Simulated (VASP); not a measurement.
Here is a VASP 6.6.1 calculation.

INCAR

```
SYSTEM = MoSe
ALGO = Normal
EDIFF = 1E-6
ENCUT = 520
GGA = PS
ISIF = 2
ISMEAR = -1
IVDW = 12
LASPH = .TRUE.
LCHARG = .FALSE.
LREAL = .FALSE.
LWAVE = .FALSE.
NBANDS = 17
NELM = 100
PREC = Accurate
SIGMA = 0.05
```

Contents of KPOINTS:

```
k-points
0
G
  9 9 6
  0 0 0
```

The input POSCAR:

```
MoSe
1.0
    3.1341422233      0.0000000026      0.0000000000
   -1.5670711139      2.7142467831      0.0000000000
    0.0000000000      0.0000000000      3.6321414778
Mo Se
1 1
Direct
    0.6666666667      0.3333333333     -0.1780634187
    0.3333333333      0.6666666667      0.3219384387
```

Potentials or basis: VASP PAW PBE potentials, release 64 (Mo_sv, Se).

Launch:

```sh
$ cat potpaw_PBE.64/Mo_sv/POTCAR potpaw_PBE.64/Se/POTCAR > POTCAR
$ mpirun -np 1 vasp_std > vasp.out
```

(1) Estimate the band gap on the k mesh.

(2) Predict the pressure.

## Answers

(1) zero (bands 10 and 11 overlap by 2.20 eV).

(2) 0.5 GPa.

Caveat: the PAW data sets were made with another functional, which shifts forces and pressure a little.
